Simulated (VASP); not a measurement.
Input of a VASP 6.6.1 run:

Contents of POSCAR:

```
NiO
1.0
    0.0000000000      2.0859016414      2.0859016414
    2.0859016414      0.0000000000      2.0859016414
    2.0859016414      2.0859016414      0.0000000000
Ni O
1 1
Direct
    0.0000000000      0.0000000000      0.0000000000
    0.5000000000      0.5000000000      0.5000000000
```

Contents of INCAR.step1:

```
SYSTEM = NiO
PREC = Accurate ; ENCUT = 520
EDIFF = 1E-6 ; ISMEAR = -1
SIGMA = 0.05 ; LREAL = .FALSE.
LASPH = .TRUE. ; NELM = 150
ALGO = Normal ; ISIF = 2
LWAVE = .FALSE. ; LCHARG = .TRUE.
ISPIN = 2 ; MAGMOM = 1 0
LMAXMIX = 4 ; LDAU = .TRUE.
LDAUTYPE = 2 ; LDAUL = 2 -1
LDAUU = 8 0 ; LDAUJ = 0 0
LDAUPRINT = 1 ; GGA = PE
NBANDS = 19
```

Contents of KPOINTS.step1:

```
Automatic mesh
0
G
  11 11 11
  0 0 0
```

Contents of INCAR.step2:

```
SYSTEM = NiO
PREC = Accurate ; ENCUT = 520
EDIFF = 1E-6 ; ISMEAR = -5
SIGMA = 0.05 ; LREAL = .FALSE.
LASPH = .TRUE. ; NELM = 150
ALGO = Normal ; ISIF = 2
LWAVE = .FALSE. ; LCHARG = .FALSE.
ISPIN = 2 ; MAGMOM = 1 0
LORBIT = 11 ; LMAXMIX = 4
LDAU = .TRUE. ; LDAUTYPE = 2
LDAUL = 2 -1 ; LDAUU = 8 0
LDAUJ = 0 0 ; LDAUPRINT = 1
GGA = PE ; NEDOS = 2001
ICHARG = 11
```

The input KPOINTS.step2:

```
Automatic mesh
0
G
  17 17 17
  0 0 0
```

Potentials or basis: VASP PAW PBE potentials, release 64 (Ni, O).

The run is started by

```bash
$ cat potpaw_PBE.64/Ni/POTCAR potpaw_PBE.64/O/POTCAR > POTCAR
$ cp INCAR.step1 INCAR
$ cp KPOINTS.step1 KPOINTS
$ mpirun -np 1 vasp_std > vasp.out
$ cp INCAR.step2 INCAR
$ cp KPOINTS.step2 KPOINTS
$ mpirun -np 1 vasp_std > vasp.out
```

Problem. What does it give for the site moments?

Solution. Ni +1.88; O +0.13 μB.

Problem. Predict the net moment.

Solution. 2.00 μB per cell.

Eigenvalues of the final occupation matrices:
```csv
site,spin,trace,eigenvalues
site 1 d,1,5.07,0.99 0.99 0.99 1.05 1.05
site 1 d,2,3.21,0.12 0.12 0.99 0.99 0.99
```

Caveat: a cell with one magnetic atom can't hold antiferromagnetic order, which such compounds often take. The state reached can hang on the start; a lower one may exist.
